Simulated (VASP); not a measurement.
Wanted: the native input for a VASP 6.6.1 run.

* Task: single point
* Functional: PBE
* Potentials or basis: VASP PAW PBE potentials, release 64 (Al, B, N)
* Cutoff: 520 eV
* k mesh: 6 × 6 × 8
* Occupations: gaussian, width 0.02 eV
* Spin: no spin polarisation
* Dipole correction: no
* Further INCAR settings: ALGO = Normal; EDIFF = 1e-06; NBANDS = 31

The structure of Al2B3N5 lies in POSCAR:

```
Al2B3N5
1.0
    6.6732750771     -2.2818330521     -0.0520603902
    6.6732750771      2.2818330521     -0.0520603902
   -0.7707829501      0.0000000000      3.1940125653
Al B N
2 3 5
Direct
    0.2034982959      0.3509586988      0.7766809528
    0.6490413012      0.7965017041      0.2233190472
    0.9909360093      0.1975109408      0.0953609364
    0.4095707535      0.5904292465      0.0000000000
    0.8024890592      0.0090639907      0.9046390636
    0.4882441539      0.3252088846      0.9049169911
    0.8146452326      0.7781169914      0.7956409317
    0.2218830086      0.1853547674      0.2043590683
    0.6747911154      0.5117558461      0.0950830089
    0.0781116928      0.9218883072      0.0000000000
```

The input as run:

INCAR

```
PREC = Accurate
ENCUT = 520
EDIFF = 1E-6
ISMEAR = 0
SIGMA = 0.02
LREAL = False
LASPH = True
NELM = 60
ALGO = Normal
ISIF = 2
LWAVE = False
LCHARG = False
GGA = PE
NBANDS = 31
```

KPOINTS

```
regular mesh
0
Gamma
  6 6 8
```

Potentials or basis: VASP PAW PBE potentials, release 64 (Al, B, N).

The run is started by

```bash
$ cat potpaw_PBE.64/Al/POTCAR potpaw_PBE.64/B/POTCAR potpaw_PBE.64/N/POTCAR > POTCAR
$ mpirun -np 1 vasp_std > vasp.out
```

Results of the run:

The pressure is -0.1 GPa. The largest force is 0.030 eV/Å. The band gap on the k mesh is 2.55 eV (least direct gap 3.83 eV).

It took 3.1 min on 1 thread of Intel(R) Xeon(R) 6975P-C (Granite Rapids) (shared host), peak memory 0.39 GiB.
